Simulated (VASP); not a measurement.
The system is Na3SF.

```xyz
5
Lattice="5.1481 0.0000 0.0000 0.0000 5.1481 0.0000 0.0000 0.0000 5.1481" Properties=species:S:1:pos:R:3 pbc="T T T"
F     0.0000    0.0000    0.0000
S     2.5740    2.5740    2.5740
Na    2.5740    2.5740    0.0000
Na    2.5740    0.0000    2.5740
Na    0.0000    2.5740    2.5740
```

Base run:

* Program: VASP 6.6.1
* Functional: r2SCAN
* Potentials or basis: VASP PAW PBE potentials, release 64 (F, S, Na_pv)
* Cutoff: 520 eV
* k mesh: 6 × 6 × 6
* Occupations: gaussian, width 0.01 eV
* Spin: no spin polarisation

Its results: band gap on the k mesh 3.18 eV, direct; pressure -0.1 GPa.

**Question.** The run is repeated on the same cell with these changes: functional from r2SCAN to PBE. What comes out?

**Answer.** Band gap on the k mesh 2.67 eV, direct; pressure 0.4 GPa.

r2SCAN gives the wider gap, since meta-GGAs in the generalised Kohn-Sham scheme recover part of the derivative discontinuity.

Caveats: the PAW data sets were made with another functional, which shifts forces and pressure a little (some runs).

A k mesh can miss the band edges.
